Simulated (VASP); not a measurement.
Wanted: the native input for a VASP 6.6.1 run.

- Task: relaxation of cell and atoms
- Functional: PBE
- Potentials or basis: VASP PAW PBE potentials, release 64 (Cl)
- Cutoff: 600 eV
- k mesh: 8 × 8 × 4
- Occupations: fermi-dirac, width 0.1 eV
- Spin: no spin polarisation
- Dipole correction: no
- Further INCAR settings: ALGO = Normal; EDIFF = 1e-06; IBRION = 2; EDIFFG = -0.01; NSW = 80; ISIF = 3

The structure of Cl lies in POSCAR:

```
Cl
1.0
    3.1068710000      2.1157440000      0.0000000000
    3.1068710000     -2.1157440000      0.0000000000
    0.0000000000      0.0000000000     -8.1943960000
Cl
4
Direct
    0.1381000000      0.8619000000      0.8891000000
    0.3619000000      0.6381000000      0.3891000000
    0.8619000000      0.1381000000      0.1109000000
    0.6381000000      0.3619000000      0.6109000000
```

One way to write it, as run:

INCAR

```
ALGO = Normal
EDIFF = 1E-6
EDIFFG = -0.01
ENCUT = 600
GGA = PE
IBRION = 2
ISIF = 3
ISMEAR = -1
LASPH = True
LCHARG = False
LREAL = False
LWAVE = False
NELM = 80
NSW = 80
PREC = Accurate
SIGMA = 0.1
```

KPOINTS

```
k-points
0
Gamma
  8 8 4
```

Potentials or basis: VASP PAW PBE potentials, release 64 (Cl).

Command:

```sh
$ cat potpaw_PBE.64/Cl/POTCAR > POTCAR
$ mpirun -np 1 vasp_std > vasp.out
```

Results of the run:

| Quantity | Value |
| --- | --- |
| Relaxed volume | 34.13 Å³/atom |
| Relaxed cell | a = 4.351 Å, b = 4.351 Å, c = 8.332 Å, α = 90.00°, β = 90.00°, γ = 59.92° |
| Space group after relaxing (to 0.1 Å) | Cmce (No. 64) |
| Energy gained by relaxing | 91.4 meV/atom |
| Ionic steps | 35 |
| Pressure after relaxing | 0.0 GPa |
| Largest force after relaxing | 0.003 eV/Å |
| Band gap on the k mesh | 2.44 eV |

Caveat: the volume moved by over 15 % at a fixed basis, so the end points are rough; this functional lacks dispersion, which holds the molecules together, so the pressure and a relaxed volume are unreliable.

Run time: 16 min on 1 thread of Intel(R) Xeon(R) 6975P-C (Granite Rapids) (shared host), peak memory 0.3 GiB.
